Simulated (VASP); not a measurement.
# P in VASP: notebook

Runs on P. Level: LDA. Tasks: single point.

All numbers are computed with VASP 6.6.1; they aren't measurements. Logs are shortened: lines on timing, memory, paths and dates and some standing lists are left out, and cuts for length are marked.

## (1) The cell of the first run

The cell holds a slab with vacuum, 4 atoms: a = 3.284 Å, b = 34.857 Å, c = 4.632 Å, α = 90.00°, β = 90.00°, γ = 90.00°.

## (2) Single point, LDA

File INCAR:

```
PREC = Accurate ; ENCUT = 520
EDIFF = 1E-6 ; ISMEAR = 0
SIGMA = 0.05 ; LREAL = F
LASPH = T ; NELM = 100
ALGO = Normal ; ISIF = 2
LWAVE = F ; LCHARG = F
NBANDS = 18
```

File KPOINTS:

```
regular mesh
0
Gamma
  8 1 6
```

File POSCAR:

```
P
1.0
    3.2837277200      0.0000000000      0.0000000000
    0.0000000000     34.8570309900      0.0000000000
    0.0000000000      0.0000000000      4.6320847100
P
4
Direct
    0.0000000000      0.9702614300      0.5921507200
    0.0000000000      0.0297385700      0.4078492800
    0.5000000000      0.0297385700      0.0921507200
    0.5000000000      0.9702614300      0.9078492800
```

Potentials or basis: VASP PAW LDA potentials, release 64 (P).

The run is started by

```bash
cat potpaw_LDA.64/P/POTCAR > POTCAR
mpirun -np 1 vasp_std > vasp.out
```

OUTCAR:

```text
PREC = Accurate
   ENCUT = 520
   EDIFF = 1E-6
   ISMEAR = 0
   LREAL = F
   LASPH = T
   NELM = 100
   ISIF = 2

 ion  position               nearest neighbor table
   1  0.000  0.970  0.592-   4 2.20   4 2.20   2 2.24
   2  0.000  0.030  0.408-   3 2.20   3 2.20   1 2.24
   3  0.500  0.030  0.092-   2 2.20   2 2.20   4 2.24
   4  0.500  0.970  0.908-   1 2.20   1 2.20   3 2.24

  LATTYP: Found a simple orthorhombic cell.
 ALAT       =     3.2837277200
 B/A-ratio  =     1.4106177811
 C/A-ratio  =    10.6150795566

  Lattice vectors:

 A1 = (  -3.2837277200,   0.0000000000,   0.0000000000)
 A2 = (   0.0000000000,   0.0000000000,   4.6320847100)
 A3 = (   0.0000000000,  34.8570309900,   0.0000000000)

Analysis of symmetry for initial positions (statically):
=====================================================================
 Subroutine PRICEL returns:
 Original cell was already a primitive cell.

 Routine SETGRP: Setting up the symmetry group for a
 simple orthorhombic supercell.

 Subroutine GETGRP returns: Found  8 space group operations
 (whereof  4 operations were pure point group operations)
 out of a pool of  8 trial point group operations.

The static configuration has the point symmetry C_2h.
 The point group associated with its full space group is D_2h.

Analysis of symmetry for dynamics (positions and initial velocities):
=====================================================================
 Subroutine PRICEL returns:
 Original cell was already a primitive cell.

 Routine SETGRP: Setting up the symmetry group for a
 simple orthorhombic supercell.

 Subroutine GETGRP returns: Found  8 space group operations
 (whereof  4 operations were pure point group operations)
 out of a pool of  8 trial point group operations.

The dynamic configuration has the point symmetry C_2h.
 The point group associated with its full space group is D_2h.

 Subroutine INISYM returns: Found  8 space group operations
 (whereof  4 operations are pure point group operations),
 and found     1 'primitive' translations

----------------------------------------------------------------------------------------

                                     Primitive cell

  volume of cell :     530.1930

  direct lattice vectors                    reciprocal lattice vectors
     3.283727720  0.000000000  0.000000000     0.304531948  0.000000000  0.000000000
     0.000000000 34.857030990  0.000000000     0.000000000  0.028688617  0.000000000
     0.000000000  0.000000000  4.632084710     0.000000000  0.000000000  0.215885516

  length of vectors
     3.283727720 34.857030990  4.632084710     0.304531948  0.028688617  0.215885516

  position of ions in fractional coordinates (direct lattice)
     0.000000000  0.970261430  0.592150720
     0.000000000  0.029738570  0.407849280
     0.500000000  0.029738570  0.092150720
     0.500000000  0.970261430  0.907849280

  ion indices of the primitive-cell ions
   primitive index   ion index
                 1           1
                 2           2
                 3           3
                 4           4

----------------------------------------------------------------------------------------

 KPOINTS: regular mesh

Automatic generation of k-mesh.
 Grid dimensions read from file:
 generate k-points for:    8    1    6

 Generating k-lattice:

  Cartesian coordinates                     Fractional coordinates (reciprocal lattice)
     0.038066494  0.000000000  0.000000000     0.125000000  0.000000000  0.000000000
     0.000000000  0.028688617  0.000000000     0.000000000  1.000000000  0.000000000
     0.000000000  0.000000000  0.035980919     0.000000000  0.000000000  0.166666667

  Length of vectors
     0.038066494  0.028688617  0.035980919

  Shift w.r.t. Gamma in fractional coordinates (k-lattice)
     0.000000000  0.000000000  0.000000000

 Subroutine IBZKPT returns following result:
 ===========================================

 Found     20 irreducible k-points:

 Following reciprocal coordinates:
            Coordinates               Weight
  0.000000  0.000000  0.000000      1.000000
  0.125000  0.000000  0.000000      2.000000
  0.250000  0.000000  0.000000      2.000000
  0.375000  0.000000  0.000000      2.000000
  0.500000  0.000000  0.000000      1.000000
  0.000000  0.000000  0.166667      2.000000
[... 12 lines left out ...]
  0.375000  0.000000  0.500000      2.000000
  0.500000  0.000000  0.500000      1.000000
   k-points           NKPTS =     20   k-points in BZ     NKDIM =     20   number of bands    NBANDS=     18
   number of dos      NEDOS =    301   number of ions     NIONS =      4
   total plane-waves  NPLWV = 233280
   dimension x,y,z NGX =    24 NGY =  270 NGZ =   36
   dimension x,y,z NGXF=    48 NGYF=  540 NGZF=   72
   ions per type =               4
   NGX,Y,Z   is equivalent  to a cutoff of  12.15, 12.88, 12.92 a.u.
   NGXF,Y,Z  is equivalent  to a cutoff of  24.30, 25.75, 25.84 a.u.
 SYSTEM =  unknown system
   PREC   = accura    normal or accurate (medium, high low for compatibility)
   ISTART =      0    job   : 0-new  1-cont  2-samecut
   ICHARG =      2    charge: 1-file 2-atom 10-const
   ISPIN  =      1    spin polarized calculation?
   LNONCOLLINEAR =      F non collinear calculations
   LSORBIT =      F    spin-orbit coupling
   LASPH  =      T    aspherical Exc in radial PAW
   ENCUT  =  520.0 eV  38.22 Ry    6.18 a.u.   6.11 64.81  8.61*2*pi/ulx,y,z
   NELM   =    100;   NELMIN=  2; NELMDL= -5     # of ELM steps
   EDIFF  = 0.1E-05   stopping-criterion for ELM
   LREAL  =      F    real-space projection
   EDIFFG = 0.1E-04   stopping-criterion for IOM
   NSW    =      0    number of steps for IOM
   IBRION =     -1    ionic relax: 0-MD 1-quasi-New 2-CG
   NFREE  =      0    steps in history (QN), initial steepest desc. (CG)
   ISIF   =      2    stress and relaxation
   ISYM   =      2    0-nonsym 1-usesym 2-fastsym
   POTIM  = 0.5000    time-step for ionic-motion
   TEBEG  =    0.0;   TEEND  =   0.0 temperature during run
   PSTRESS=    0.0 pullay stress
   NELECT =      20.0000    total number of electrons
   NUPDOWN=      -1.0000    fix difference up-down
   EMIN   =  10.00;   EMAX   =-10.00  energy-range for DOS
   EFERMI =   0.00;   METHOD = LEGACY
   ISMEAR =     0;   SIGMA  =   0.05  broadening in eV -4-tet -1-fermi 0-gaus
   EFERMI_NEDOS =   21; number of points for ismear=-14 and -15
   IALGO  =     38    algorithm
   IMIX   =      4    mixing-type and parameters
     AMIX     =   0.40;   BMIX     =  1.00
     AMIX_MAG =   1.60;   BMIX_MAG =  1.00
  volume/ion in A,a.u.               =     132.55       894.48
  Fermi-wavevector in a.u.,A,eV,Ry     =   0.549044  1.037542  4.101461  0.301449
  Thomas-Fermi vector in A             =   1.580001
   LORBIT       =      0    0 simple, 1 ext, 2 COOP (PROOUT), +10 PAW based schemes
   GGA     = CA    functional components
   LHFCALC =     F    Hartree Fock is set to
   AEXX    =    0.0000 exact exchange contribution
   IVDW    =     0    specifies the selected vdW correction
   LEPSILON=     F    determine dielectric tensor
   LRPA    =     F    only Hartree local field effects (RPA)
 non-spin polarized calculation
 Gauss-broadening in eV      SIGMA  =   0.05
  energy-cutoff  :      520.00
  volume of cell :      530.19
 maximum number of plane-waves:     14344
   NGX = 13   NGY =129   NGZ = 17

 number of electron      20.0000001 magnetization

 Free energy of the ion-electron system (eV)
  ---------------------------------------------------
  ext. energy  EPLUGINS =         0.00000000
  ---------------------------------------------------
  free energy    TOTEN  =       -23.71207969 eV

  energy without entropy =      -23.71207969  energy(sigma->0) =      -23.71207969

 E-fermi :  -3.3206     XC(G=0):  -1.7976

 val. band max:       -3.5994515962   @ k =   0.0000   0.0000   0.0000
 cond. band min:      -2.7454525318   @ k =   0.0000   0.0000   0.0000
 fundamental gap:      0.8539990644
 Fermi energy:        -3.3205997521

 k-point     1 :       0.0000    0.0000    0.0000
  band No.  band energies     occupation
      1     -18.7243      2.00000
      2     -16.2352      2.00000
      3     -12.8698      2.00000
      4      -9.4018      2.00000
      5      -8.2487      2.00000
      6      -8.2297      2.00000
[... 10 lines left out ...]
     17       1.6364      0.00000
     18       1.7713      0.00000

 k-point     2 :       0.1250    0.0000    0.0000
  band No.  band energies     occupation
      1     -18.5365      2.00000
      2     -16.0395      2.00000
      3     -12.9423      2.00000
      4      -9.2618      2.00000
      5      -8.4440      2.00000
      6      -8.0626      2.00000
[... 10 lines left out ...]
     17       1.5773      0.00000
     18       1.8539      0.00000

 k-point     3 :       0.2500    0.0000    0.0000
  band No.  band energies     occupation
      1     -17.9788      2.00000
      2     -15.4550      2.00000
      3     -13.4078      2.00000
      4      -9.7137      2.00000
      5      -9.1289      2.00000
      6      -8.8894      2.00000
[... 10 lines left out ...]
     17       1.9434      0.00000
     18       2.1453      0.00000

 k-point     4 :       0.3750    0.0000    0.0000
  band No.  band energies     occupation
      1     -17.0729      2.00000
      2     -14.5238      2.00000
      3     -14.4905      2.00000
      4     -11.5235      2.00000
      5      -9.2182      2.00000
      6      -8.5274      2.00000
[... 291 lines left out ...]
      4     -12.0042      2.00000
      5      -9.1518      2.00000
      6      -9.1518      2.00000
[... 10 lines left out ...]
     17       2.6593      0.00000
     18       2.6593      0.00000

 k-point    19 :       0.3750    0.0000    0.5000
  band No.  band energies     occupation
      1     -16.1108      2.00000
      2     -16.1108      2.00000
      3     -12.8226      2.00000
      4     -12.8226      2.00000
      5      -9.3352      2.00000
      6      -9.3352      2.00000
[... 10 lines left out ...]
     17       2.9608      0.00000
     18       2.9608      0.00000

 k-point    20 :       0.5000    0.0000    0.5000
  band No.  band energies     occupation
      1     -15.5153      2.00000
      2     -15.5153      2.00000
      3     -13.5767      2.00000
      4     -13.5767      2.00000
      5      -8.6783      2.00000
      6      -8.6783      2.00000
[... 10 lines left out ...]
     17       2.8573      0.00000
     18       2.8573      0.00000

------------------------ aborting loop because EDIFF is reached ----------------------------------------

  FORCE on cell =-STRESS in cart. coord.  units (eV):
  Direction    XX          YY          ZZ          XY          YZ          ZX
  --------------------------------------------------------------------------------------
  -------------------------------------------------------------------------------------
  Total       -1.4763170     -0.2813766     -1.0558902      0.0000000      0.0000000      0.0000000
  in kB       -4.4612461     -0.8502851     -3.1907688      0.0000000      0.0000000      0.0000000
  external PRESSURE =      -2.8341000 kB  Pullay stress =       0.0000000 kB

 VOLUME and BASIS-vectors are now :
 -----------------------------------------------------------------------------
  energy-cutoff  :      520.00
  volume of cell :      530.19
      direct lattice vectors                 reciprocal lattice vectors
     3.283727720  0.000000000  0.000000000     0.304531948  0.000000000  0.000000000
     0.000000000 34.857030990  0.000000000     0.000000000  0.028688617  0.000000000
     0.000000000  0.000000000  4.632084710     0.000000000  0.000000000  0.215885516

 POSITION                                       TOTAL-FORCE (eV/Angst)
 -----------------------------------------------------------------------------------
      0.00000     33.82043      2.74289         0.000000      0.064387     -0.135939
      0.00000      1.03660      1.88919        -0.000000     -0.064387      0.135939
      1.64186      1.03660      0.42685         0.000000     -0.064387     -0.135939
      1.64186     33.82043      4.20523        -0.000000      0.064387      0.135939
 -----------------------------------------------------------------------------------
    total drift:                               -0.000000      0.000000     -0.000000

  FREE ENERGIE OF THE ION-ELECTRON SYSTEM (eV)
  ---------------------------------------------------
  free  energy   TOTEN  =       -23.7120796867 eV

  energy  without entropy=      -23.7120796867  energy(sigma->0) =      -23.71207969
```

Wall time 2.7 min (1 thread of Intel Xeon Platinum 8488C (Sapphire Rapids), shared host); peak memory 0.45 GiB.

Results:

```
Free energy            : -23.7121 eV
Largest force          : 0.150 eV/Å
Band gap on the k mesh : 0.85 eV
```

Forces in eV/Å, atoms in the order of the input:
```
P    0.000  0.064 -0.136
P    0.000 -0.064  0.136
P    0.000 -0.064 -0.136
P    0.000  0.064  0.136
```

## (3) Single point, LDA

File INCAR:

```
PREC = Accurate
ENCUT = 520
EDIFF = 1E-6
ISMEAR = 0
SIGMA = 0.05
LREAL = F
LASPH = T
NELM = 60
ALGO = Normal
ISIF = 2
LWAVE = F
LCHARG = F
NBANDS = 18
```

File KPOINTS:

```
regular mesh
0
Gamma
  10 1 8
```

POSCAR is that of step 2.

Potentials or basis: VASP PAW LDA potentials, release 64 (P).

The run is started by

```bash
cat potpaw_LDA.64/P/POTCAR > POTCAR
mpirun -np 1 vasp_std > vasp.out
```

OUTCAR:

```text
PREC = Accurate
   ENCUT = 520
   EDIFF = 1E-6
   ISMEAR = 0
   LREAL = F
   LASPH = T
   NELM = 60
   ISIF = 2

 ion  position               nearest neighbor table
   1  0.000  0.970  0.592-   4 2.20   4 2.20   2 2.24
   2  0.000  0.030  0.408-   3 2.20   3 2.20   1 2.24
   3  0.500  0.030  0.092-   2 2.20   2 2.20   4 2.24
   4  0.500  0.970  0.908-   1 2.20   1 2.20   3 2.24

  LATTYP: Found a simple orthorhombic cell.
 ALAT       =     3.2837277200
 B/A-ratio  =     1.4106177811
 C/A-ratio  =    10.6150795566

  Lattice vectors:

 A1 = (  -3.2837277200,   0.0000000000,   0.0000000000)
 A2 = (   0.0000000000,   0.0000000000,   4.6320847100)
 A3 = (   0.0000000000,  34.8570309900,   0.0000000000)

Analysis of symmetry for initial positions (statically):
=====================================================================
 Subroutine PRICEL returns:
 Original cell was already a primitive cell.

 Routine SETGRP: Setting up the symmetry group for a
 simple orthorhombic supercell.

 Subroutine GETGRP returns: Found  8 space group operations
 (whereof  4 operations were pure point group operations)
 out of a pool of  8 trial point group operations.

The static configuration has the point symmetry C_2h.
 The point group associated with its full space group is D_2h.

Analysis of symmetry for dynamics (positions and initial velocities):
=====================================================================
 Subroutine PRICEL returns:
 Original cell was already a primitive cell.

 Routine SETGRP: Setting up the symmetry group for a
 simple orthorhombic supercell.

 Subroutine GETGRP returns: Found  8 space group operations
 (whereof  4 operations were pure point group operations)
 out of a pool of  8 trial point group operations.

The dynamic configuration has the point symmetry C_2h.
 The point group associated with its full space group is D_2h.

[... 115 lines left out ...]
   EMIN   =  10.00;   EMAX   =-10.00  energy-range for DOS
   EFERMI =   0.00;   METHOD = LEGACY
   ISMEAR =     0;   SIGMA  =   0.05  broadening in eV -4-tet -1-fermi 0-gaus
   EFERMI_NEDOS =   21; number of points for ismear=-14 and -15
   IALGO  =     38    algorithm
   IMIX   =      4    mixing-type and parameters
     AMIX     =   0.40;   BMIX     =  1.00
     AMIX_MAG =   1.60;   BMIX_MAG =  1.00
  volume/ion in A,a.u.               =     132.55       894.48
  Fermi-wavevector in a.u.,A,eV,Ry     =   0.549044  1.037542  4.101461  0.301449
  Thomas-Fermi vector in A             =   1.580001
   LORBIT       =      0    0 simple, 1 ext, 2 COOP (PROOUT), +10 PAW based schemes
   GGA     = CA    functional components
   LHFCALC =     F    Hartree Fock is set to
   AEXX    =    0.0000 exact exchange contribution
   IVDW    =     0    specifies the selected vdW correction
   LEPSILON=     F    determine dielectric tensor
   LRPA    =     F    only Hartree local field effects (RPA)
 non-spin polarized calculation
 Gauss-broadening in eV      SIGMA  =   0.05
  energy-cutoff  :      520.00
  volume of cell :      530.19
 maximum number of plane-waves:     14344
   NGX = 13   NGY =129   NGZ = 17

 number of electron      20.0000001 magnetization

 Free energy of the ion-electron system (eV)
  ---------------------------------------------------
  ext. energy  EPLUGINS =         0.00000000
  ---------------------------------------------------
  free energy    TOTEN  =       -23.71550964 eV

  energy without entropy =      -23.71550964  energy(sigma->0) =      -23.71550964

 E-fermi :  -3.3704     XC(G=0):  -1.8102

 val. band max:       -3.6013797210   @ k =   0.0000   0.0000   0.0000
 cond. band min:      -2.7466853836   @ k =   0.0000   0.0000   0.0000
 fundamental gap:      0.8546943374
 Fermi energy:        -3.3704078977

 k-point     1 :       0.0000    0.0000    0.0000
  band No.  band energies     occupation
      1     -18.7261      2.00000
      2     -16.2367      2.00000
      3     -12.8720      2.00000
      4      -9.4032      2.00000
      5      -8.2506      2.00000
      6      -8.2314      2.00000
[... 481 lines left out ...]
      5      -8.8137      2.00000
      6      -8.8137      2.00000
[... 10 lines left out ...]
     17       2.6719      0.00000
     18       2.6719      0.00000

 [... further k-points ...]
[... 5 lines left out ...]
  --------------------------------------------------------------------------------------
  -------------------------------------------------------------------------------------
  Total       -1.5215767     -0.2458733     -1.0643375      0.0000000      0.0000000      0.0000000
  in kB       -4.5980152     -0.7429985     -3.2162953      0.0000000      0.0000000      0.0000000
  external PRESSURE =      -2.8524363 kB  Pullay stress =       0.0000000 kB

 VOLUME and BASIS-vectors are now :
 -----------------------------------------------------------------------------
  energy-cutoff  :      520.00
  volume of cell :      530.19
      direct lattice vectors                 reciprocal lattice vectors
     3.283727720  0.000000000  0.000000000     0.304531948  0.000000000  0.000000000
     0.000000000 34.857030990  0.000000000     0.000000000  0.028688617  0.000000000
     0.000000000  0.000000000  4.632084710     0.000000000  0.000000000  0.215885516

 POSITION                                       TOTAL-FORCE (eV/Angst)
 -----------------------------------------------------------------------------------
      0.00000     33.82043      2.74289         0.000000      0.055790     -0.131166
      0.00000      1.03660      1.88919        -0.000000     -0.055790      0.131166
      1.64186      1.03660      0.42685         0.000000     -0.055790     -0.131166
      1.64186     33.82043      4.20523        -0.000000      0.055790      0.131166
 -----------------------------------------------------------------------------------
    total drift:                               -0.000000      0.000000     -0.000000

  FREE ENERGIE OF THE ION-ELECTRON SYSTEM (eV)
  ---------------------------------------------------
  free  energy   TOTEN  =       -23.7155096416 eV

  energy  without entropy=      -23.7155096416  energy(sigma->0) =      -23.71550964
```

OSZICAR:

```text
N       E                     dE             d eps       ncg     rms          rms(c)
DAV:   1     0.136786810399E+03    0.13679E+03   -0.55371E+03  1080   0.722E+02
DAV:   2    -0.490050374004E+01   -0.14169E+03   -0.13229E+03  1826   0.132E+02
DAV:   3    -0.235874737730E+02   -0.18687E+02   -0.18608E+02  1412   0.578E+01
[... 13 lines left out ...]
DAV:  17    -0.237154685606E+02   -0.24102E-04   -0.52357E-07  1160   0.282E-03    0.139E-03
DAV:  18    -0.237154956634E+02   -0.27103E-04   -0.65170E-07  1116   0.241E-03    0.293E-03
DAV:  19    -0.237155020758E+02   -0.64125E-05   -0.11487E-07  1204   0.105E-03    0.229E-03
DAV:  20    -0.237155089129E+02   -0.68371E-05   -0.16296E-07  1020   0.126E-03    0.202E-03
DAV:  21    -0.237155096416E+02   -0.72864E-06   -0.93273E-09  1072   0.433E-04
   1 F= -.23715510E+02 E0= -.23715510E+02  d E =-.380260E-12
```

Run time: 4.3 min. Hardware: 1 thread of Intel Xeon Platinum 8259CL at 2.50GHz (Skylake/Cascade Lake), shared host; peak memory 0.5 GiB.

Results:

| Property | Result |
| --- | --- |
| Free energy | -23.7155 eV |
| Largest force | 0.143 eV/Å |
| Band gap on the k mesh | 0.85 eV |

Forces in eV/Å, atoms in the order of the input:
```
P    0.000  0.056 -0.131
P    0.000 -0.056  0.131
P    0.000 -0.056 -0.131
P    0.000  0.056  0.131
```
